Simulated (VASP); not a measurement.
# Tl (Im-3m) in VASP: notebook

Tl is run at these levels: PBE; tasks: single point.

Everything below comes from runs of VASP 6.6.1. Logs are shortened: lines on timing, memory, paths and dates and some standing lists are left out, and cuts for length are marked.

### 1 The cell of the first run

The structure is cubic, space group Im-3m (No. 229). The conventional cell has a = 3.859 Å, b = 3.859 Å, c = 3.859 Å, α = 90.00°, β = 90.00°, γ = 90.00°. Tl (site symmetry m-3m) has 14 Tl at 3.34 to 3.86 Å within 4.4 Å.

### 2 Single point, PBE (volume scaled by 0.96)

Input file INCAR:

```
PREC = Accurate
ENCUT = 520
EDIFF = 1E-6
ISMEAR = -1
SIGMA = 0.03
LREAL = False
LASPH = True
NELM = 80
ALGO = Normal
ISIF = 2
LWAVE = False
LCHARG = False
GGA = PE
NBANDS = 12
```

Input file KPOINTS:

```
regular mesh
0
Gamma
  13 13 13
```

Input file POSCAR:

```
Tl
1.0
   -1.9295595657      1.9295595657      1.9295595657
    1.9295595657     -1.9295595657      1.9295595657
    1.9295595657      1.9295595657     -1.9295595657
Tl
1
Direct
    0.0000000000      0.0000000000      0.0000000000
```

Potentials or basis: VASP PAW PBE potentials, release 64 (Tl_d).

Run with:

```console
$ cat potpaw_PBE.64/Tl_d/POTCAR > POTCAR
$ mpirun -np 1 vasp_std > vasp.out
```

OUTCAR:

```text
PREC = Accurate
   ENCUT = 520
   EDIFF = 1E-6
   ISMEAR = -1
   LREAL = False
   LASPH = True
   NELM = 80
   ISIF = 2
   GGA = PE

 ion  position               nearest neighbor table
   1  0.000  0.000  0.000-

  LATTYP: Found a body centered cubic cell.
 ALAT       =     3.8591191314

  Lattice vectors:

 A1 = (  -1.9295595657,   1.9295595657,   1.9295595657)
 A2 = (   1.9295595657,  -1.9295595657,   1.9295595657)
 A3 = (   1.9295595657,   1.9295595657,  -1.9295595657)

Analysis of symmetry for initial positions (statically):
=====================================================================
 Subroutine PRICEL returns:
 Original cell was already a primitive cell.

 Routine SETGRP: Setting up the symmetry group for a
 body centered cubic supercell.

 Subroutine GETGRP returns: Found 48 space group operations
[... 9 lines left out ...]

 Routine SETGRP: Setting up the symmetry group for a
 body centered cubic supercell.

 Subroutine GETGRP returns: Found 48 space group operations
[... 11 lines left out ...]
                                     Primitive cell

  volume of cell :      28.7365

  direct lattice vectors                    reciprocal lattice vectors
    -1.929559566  1.929559566  1.929559566     0.000000000  0.259126491  0.259126491
     1.929559566 -1.929559566  1.929559566     0.259126491  0.000000000  0.259126491
     1.929559566  1.929559566 -1.929559566     0.259126491  0.259126491  0.000000000

  length of vectors
     3.342095204  3.342095204  3.342095204     0.366460198  0.366460198  0.366460198

  position of ions in fractional coordinates (direct lattice)
     0.000000000  0.000000000  0.000000000

  ion indices of the primitive-cell ions
   primitive index   ion index
                 1           1

----------------------------------------------------------------------------------------

 KPOINTS: regular mesh

Automatic generation of k-mesh.
 Grid dimensions read from file:
 generate k-points for:   13   13   13

 Generating k-lattice:

  Cartesian coordinates                     Fractional coordinates (reciprocal lattice)
     0.000000000  0.019932807  0.019932807     0.076923077  0.000000000  0.000000000
     0.019932807  0.000000000  0.019932807     0.000000000  0.076923077  0.000000000
     0.019932807  0.019932807  0.000000000     0.000000000  0.000000000  0.076923077

  Length of vectors
     0.028189246  0.028189246  0.028189246

  Shift w.r.t. Gamma in fractional coordinates (k-lattice)
     0.000000000  0.000000000  0.000000000

 Subroutine IBZKPT returns following result:
 ===========================================

 Found     84 irreducible k-points:

 Following reciprocal coordinates:
            Coordinates               Weight
  0.000000  0.000000  0.000000      1.000000
  0.076923  0.000000  0.000000     12.000000
  0.153846  0.000000  0.000000     12.000000
  0.230769  0.000000  0.000000     12.000000
  0.307692  0.000000  0.000000     12.000000
  0.384615  0.000000  0.000000     12.000000
[... 16 lines left out ...]
  0.153846  0.076923  0.076923     24.000000
  0.230769  0.076923  0.076923     24.000000
 [... further k-points ...]
   k-points           NKPTS =     84   k-points in BZ     NKDIM =     84   number of bands    NBANDS=     12
   number of dos      NEDOS =    301   number of ions     NIONS =      1
   total plane-waves  NPLWV =  21952
   dimension x,y,z NGX =    28 NGY =   28 NGZ =   28
   dimension x,y,z NGXF=    56 NGYF=   56 NGZF=   56
   ions per type =               1
   NGX,Y,Z   is equivalent  to a cutoff of  13.93, 13.93, 13.93 a.u.
   NGXF,Y,Z  is equivalent  to a cutoff of  27.86, 27.86, 27.86 a.u.
 SYSTEM =  unknown system
   PREC   = accura    normal or accurate (medium, high low for compatibility)
   ISTART =      0    job   : 0-new  1-cont  2-samecut
   ICHARG =      2    charge: 1-file 2-atom 10-const
   ISPIN  =      1    spin polarized calculation?
   LNONCOLLINEAR =      F non collinear calculations
   LSORBIT =      F    spin-orbit coupling
   LASPH  =      T    aspherical Exc in radial PAW
   ENCUT  =  520.0 eV  38.22 Ry    6.18 a.u.   6.21  6.21  6.21*2*pi/ulx,y,z
   NELM   =     80;   NELMIN=  2; NELMDL= -5     # of ELM steps
   EDIFF  = 0.1E-05   stopping-criterion for ELM
   LREAL  =      F    real-space projection
   EDIFFG = 0.1E-04   stopping-criterion for IOM
   NSW    =      0    number of steps for IOM
   IBRION =     -1    ionic relax: 0-MD 1-quasi-New 2-CG
   NFREE  =      0    steps in history (QN), initial steepest desc. (CG)
   ISIF   =      2    stress and relaxation
   ISYM   =      2    0-nonsym 1-usesym 2-fastsym
   POTIM  = 0.5000    time-step for ionic-motion
   TEBEG  =    0.0;   TEEND  =   0.0 temperature during run
   PSTRESS=    0.0 pullay stress
   NELECT =      13.0000    total number of electrons
   NUPDOWN=      -1.0000    fix difference up-down
   EMIN   =  10.00;   EMAX   =-10.00  energy-range for DOS
   EFERMI =   0.00;   METHOD = LEGACY
   ISMEAR =    -1;   SIGMA  =   0.03  broadening in eV -4-tet -1-fermi 0-gaus
   EFERMI_NEDOS =   21; number of points for ismear=-14 and -15
   IALGO  =     38    algorithm
   IMIX   =      4    mixing-type and parameters
     AMIX     =   0.40;   BMIX     =  1.00
     AMIX_MAG =   1.60;   BMIX_MAG =  1.00
  volume/ion in A,a.u.               =      28.74       193.92
  Fermi-wavevector in a.u.,A,eV,Ry     =   1.256737  2.374889 21.488879  1.579388
  Thomas-Fermi vector in A             =   2.390430
   LORBIT       =      0    0 simple, 1 ext, 2 COOP (PROOUT), +10 PAW based schemes
   GGA     = PE    functional components
   LHFCALC =     F    Hartree Fock is set to
   AEXX    =    0.0000 exact exchange contribution
   IVDW    =     0    specifies the selected vdW correction
   LEPSILON=     F    determine dielectric tensor
   LRPA    =     F    only Hartree local field effects (RPA)
 non-spin polarized calculation
  energy-cutoff  :      520.00
  volume of cell :       28.74
 maximum number of plane-waves:       784
 NGX is ok and might be reduce to    28
   NGX = 13   NGY = 13   NGZ = 13

 number of electron      12.9999999 magnetization

 Free energy of the ion-electron system (eV)
  ---------------------------------------------------
  ext. energy  EPLUGINS =         0.00000000
  ---------------------------------------------------
  free energy    TOTEN  =        -2.19619717 eV

  energy without entropy =       -2.19393658  energy(sigma->0) =       -2.19506688

 E-fermi :   6.4977     XC(G=0): -10.1687

 val. band max:        6.4622299638   @ k =  -0.3846   0.3846   0.1538
 cond. band min:       6.4991977404   @ k =   0.2308   0.2308   0.2308
 fundamental gap:      0.0369677766
 Fermi energy:         6.4976560539

 k-point     1 :       0.0000    0.0000    0.0000
  band No.  band energies     occupation
      1      -5.1475      2.00000
      2      -5.1475      2.00000
      3      -5.1475      2.00000
      4      -4.7214      2.00000
      5      -4.7214      2.00000
      6      -3.4847      2.00000
      7      17.3163      0.00000
      8      17.3163      0.00000
      9      17.3163      0.00000
     10      18.8586      0.00000
     11      18.8586      0.00000
     12      18.8586      0.00000

 k-point     2 :       0.0769    0.0000    0.0000
  band No.  band energies     occupation
      1      -5.1581      2.00000
      2      -5.1400      2.00000
      3      -5.1102      2.00000
      4      -4.7329      2.00000
      5      -4.7215      2.00000
      6      -3.3507      2.00000
      7      15.9097      0.00000
      8      16.8203      0.00000
      9      17.0104      0.00000
     10      18.3865      0.00000
     11      18.7503      0.00000
     12      18.8298      0.00000

 k-point     3 :       0.1538    0.0000    0.0000
  band No.  band energies     occupation
      1      -5.1873      2.00000
      2      -5.1315      2.00000
      3      -5.0048      2.00000
      4      -4.7604      2.00000
      5      -4.7217      2.00000
      6      -2.9393      2.00000
      7      13.3232      0.00000
      8      15.7385      0.00000
      9      16.2049      0.00000
     10      17.7807      0.00000
     11      18.5049      0.00000
     12      19.1323      0.00000

 k-point     4 :       0.2308    0.0000    0.0000
  band No.  band energies     occupation
      1      -5.2282      2.00000
      2      -5.1494      2.00000
      3      -4.8515      2.00000
      4      -4.7811      2.00000
      5      -4.7216      2.00000
      6      -2.2405      2.00000
      7      10.6757      0.00000
      8      14.5647      0.00000
      9      15.3016      0.00000
     10      17.2838      0.00000
     11      18.2423      0.00000
     12      19.8271      0.00000

 k-point     5 :       0.3077    0.0000    0.0000
  band No.  band energies     occupation
      1      -5.2712      2.00000
      2      -5.2003      2.00000
      3      -4.7786      2.00000
      4      -4.7210      2.00000
      5      -4.6820      2.00000
      6      -1.2626      2.00000
      7       8.1857      0.00000
      8      13.5394      0.00000
      9      14.5353      0.00000
     10      16.9346      0.00000
     11      18.0259      0.00000
     12      20.7996      0.00000
[... 228 lines left out ...]
      1      -5.2797      2.00000
      2      -4.9897      2.00000
      3      -4.8858      2.00000
      4      -4.7128      2.00000
      5      -4.6456      2.00000
      6       2.0883      2.00000
      7       5.7220      2.00000
      8       6.8551      0.00001
      9      12.8567      0.00000
     10      19.8342      0.00000
     11      19.9218      0.00000
     12      21.1117      0.00000

 k-point    22 :       0.0769    0.0769    0.0769
  band No.  band energies     occupation
      1      -5.1733      2.00000
      2      -5.1733      2.00000
      3      -4.9447      2.00000
      4      -4.7429      2.00000
      5      -4.7429      2.00000
      6      -2.6561      2.00000
      7      12.5042      0.00000
      8      14.5845      0.00000
      9      14.5845      0.00000
     10      19.3995      0.00000
     11      19.3995      0.00000
     12      19.5565      0.00000

 k-point    23 :       0.1538    0.0769    0.0769
  band No.  band energies     occupation
      1      -5.2145      2.00000
      2      -5.1672      2.00000
      3      -4.8386      2.00000
      4      -4.7621      2.00000
      5      -4.7329      2.00000
      6      -1.9510      2.00000
      7      10.4180      0.00000
      8      13.0007      0.00000
      9      13.6971      0.00000
     10      19.5536      0.00000
     11      19.8213      0.00000
     12      20.2549      0.00000

 k-point    24 :       0.2308    0.0769    0.0769
  band No.  band energies     occupation
      1      -5.2547      2.00000
      2      -5.1817      2.00000
      3      -4.7722      2.00000
      4      -4.7252      2.00000
      5      -4.7119      2.00000
      6      -0.9812      2.00000
      7       8.2074      0.00000
      8      11.8748      0.00000
      9      12.9920      0.00000
     10      19.2168      0.00000
     11      19.7187      0.00000
     12      21.2619      0.00000

 [... further k-points ...]
[... 5 lines left out ...]
  --------------------------------------------------------------------------------------
  -------------------------------------------------------------------------------------
  Total        0.5192946      0.5192946      0.5192946      0.0000000      0.0000000     -0.0000000
  in kB       28.9527487     28.9527487     28.9527487      0.0000000      0.0000000     -0.0000000
  external PRESSURE =      28.9527487 kB  Pullay stress =       0.0000000 kB

 VOLUME and BASIS-vectors are now :
 -----------------------------------------------------------------------------
  energy-cutoff  :      520.00
  volume of cell :       28.74
      direct lattice vectors                 reciprocal lattice vectors
    -1.929559566  1.929559566  1.929559566     0.000000000  0.259126491  0.259126491
     1.929559566 -1.929559566  1.929559566     0.259126491  0.000000000  0.259126491
     1.929559566  1.929559566 -1.929559566     0.259126491  0.259126491  0.000000000

 POSITION                                       TOTAL-FORCE (eV/Angst)
 -----------------------------------------------------------------------------------
      0.00000      0.00000      0.00000        -0.000000      0.000000      0.000000
 -----------------------------------------------------------------------------------
    total drift:                               -0.000000     -0.000000     -0.000000

  FREE ENERGIE OF THE ION-ELECTRON SYSTEM (eV)
  ---------------------------------------------------
  free  energy   TOTEN  =        -2.1961971742 eV

  energy  without entropy=       -2.1939365759  energy(sigma->0) =       -2.19506688
```

It took 23 s on 1 thread of Intel Xeon Platinum 8488C (Sapphire Rapids), shared host; peak memory 0.17 GiB.

What came out:

```yaml
Free_energy: -2.1962 eV
Pressure: 2.9 GPa
```

Caveat: spin-orbit coupling is left out, which moves the levels of the heavy elements.

### 3 Single point, PBE (volume scaled by 0.98)

Input file INCAR:

```
PREC = Accurate ; ENCUT = 520
EDIFF = 1E-7 ; ISMEAR = -1
SIGMA = 0.03 ; LREAL = False
LASPH = True ; NELM = 60
ALGO = Normal ; ISIF = 2
LWAVE = False ; LCHARG = True
GGA = PE ; LELF = True
LVHAR = True ; NBANDS = 12
```

Input file KPOINTS:

```
Automatic mesh
0
Gamma
  13 13 13
```

Input file POSCAR:

```
Tl
1.0
   -1.9428672936      1.9428672936      1.9428672936
    1.9428672936     -1.9428672936      1.9428672936
    1.9428672936      1.9428672936     -1.9428672936
Tl
1
Direct
    0.0000000000      0.0000000000      0.0000000000
```

Potentials or basis: VASP PAW PBE potentials, release 64 (Tl_d).

Run with:

```console
$ cat potpaw_PBE.64/Tl_d/POTCAR > POTCAR
$ mpirun -np 1 vasp_std > vasp.out
```

OUTCAR:

```text
PREC = Accurate
   ENCUT = 520
   EDIFF = 1E-7
   ISMEAR = -1
   LREAL = False
   LASPH = True
   NELM = 60
   ISIF = 2
   GGA = PE

 ion  position               nearest neighbor table
   1  0.000  0.000  0.000-

  LATTYP: Found a body centered cubic cell.
 ALAT       =     3.8857345872

  Lattice vectors:

 A1 = (  -1.9428672936,   1.9428672936,   1.9428672936)
 A2 = (   1.9428672936,  -1.9428672936,   1.9428672936)
[... 528 lines left out ...]
      1      -5.4324      2.00000
      2      -5.3602      2.00000
      3      -4.9743      2.00000
      4      -4.9302      2.00000
      5      -4.9145      2.00000
      6      -1.1161      2.00000
      7       7.9460      0.00000
      8      11.5795      0.00000
      9      12.7002      0.00000
     10      18.8175      0.00000
     11      19.3869      0.00000
     12      20.8643      0.00000

 [... further k-points ...]
[... 5 lines left out ...]
  --------------------------------------------------------------------------------------
  -------------------------------------------------------------------------------------
  Total        0.3824822      0.3824822      0.3824822     -0.0000000      0.0000000      0.0000000
  in kB       20.8897086     20.8897086     20.8897086     -0.0000000      0.0000000      0.0000000
  external PRESSURE =      20.8897086 kB  Pullay stress =       0.0000000 kB

 VOLUME and BASIS-vectors are now :
 -----------------------------------------------------------------------------
  energy-cutoff  :      520.00
  volume of cell :       29.34
      direct lattice vectors                 reciprocal lattice vectors
    -1.942867294  1.942867294  1.942867294     0.000000000  0.257351597  0.257351597
     1.942867294 -1.942867294  1.942867294     0.257351597  0.000000000  0.257351597
     1.942867294  1.942867294 -1.942867294     0.257351597  0.257351597  0.000000000

 POSITION                                       TOTAL-FORCE (eV/Angst)
 -----------------------------------------------------------------------------------
      0.00000      0.00000      0.00000        -0.000000      0.000000      0.000000
 -----------------------------------------------------------------------------------
    total drift:                               -0.000000     -0.000000     -0.000000

  FREE ENERGIE OF THE ION-ELECTRON SYSTEM (eV)
  ---------------------------------------------------
  free  energy   TOTEN  =        -2.2058098379 eV

  energy  without entropy=       -2.2033736816  energy(sigma->0) =       -2.20459176
```

stdout:

```text
POSCAR found type information on POSCAR Tl
 POSCAR found :  1 types and       1 ions
 scaLAPACK will be used
 LDA part: xc-table for (Slater+PW92), standard interpolation
 POSCAR, INCAR and KPOINTS ok, starting setup
 FFT: planning ... GRIDC
 FFT: planning ... GRID_SOFT
 FFT: planning ... GRID
 WAVECAR not read
 entering main loop
```

Run time: 24 s. Hardware: 1 thread of Intel Xeon Platinum 8488C (Sapphire Rapids), shared host; peak memory 0.17 GiB.

What came out:

| Property | Result |
| --- | --- |
| Free energy | -2.2058 eV |
| Pressure | 2.1 GPa |

Levels at points of the mesh, in eV from the Fermi level:
| k point | band 4 | band 5 | band 6 | band 7 | band 8 | band 9 |
| --- | --- | --- | --- | --- | --- | --- |
| (0.00, 0.00, 0.00) | -11.21 | -11.21 | -9.84 | 10.60 | 10.60 | 10.60 |

Caveat: spin-orbit coupling is left out, which moves the levels of the heavy elements.
